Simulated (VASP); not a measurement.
A run of VASP 6.6.1:

File INCAR:

```
PREC = Accurate
ENCUT = 520
EDIFF = 1E-7
ISMEAR = 0
SIGMA = 0.05
LREAL = False
LASPH = True
NELM = 100
ALGO = Normal
ISIF = 2
LWAVE = False
LCHARG = False
LDIPOL = True
IDIPOL = 3
DIPOL = 0.5 0.5 0.421
GGA = PE
IVDW = 12
NBANDS = 35
```

Contents of KPOINTS:

```
regular mesh
0
Gamma
  9 9 1
```

POSCAR

```
WS2
1.0
    3.1595457497      0.0000000000      0.0000000000
   -1.5797728749      2.7362468836      0.0000000000
    0.0000000000      0.0000000000     23.8042575719
S W
4 2
Direct
    0.3333333333      0.6666666667      0.1890418126
    0.3333333333      0.6666666667      0.3214605103
    0.5000000000      0.6666666667      0.5205845529
    0.5000000000      0.6666666667      0.6530032506
    0.6666666667      0.3333333333      0.2552511581
    0.8333333333      0.3333333333      0.5867938984
```

Potentials or basis: VASP PAW PBE potentials, release 64 (S, W_sv).

Run with:

```sh
$ cat potpaw_PBE.64/S/POTCAR potpaw_PBE.64/W_sv/POTCAR > POTCAR
$ mpirun -np 1 vasp_std > vasp.out
```

Hardware: 1 thread of Intel Xeon 6975P-C (shared host).

Q: Estimate the wall time of this run.

A: It took 4.4 min on 1 thread of Intel Xeon 6975P-C, on a shared host, peak memory 0.4 GiB. Counts: scf iterations 24, k points 25.
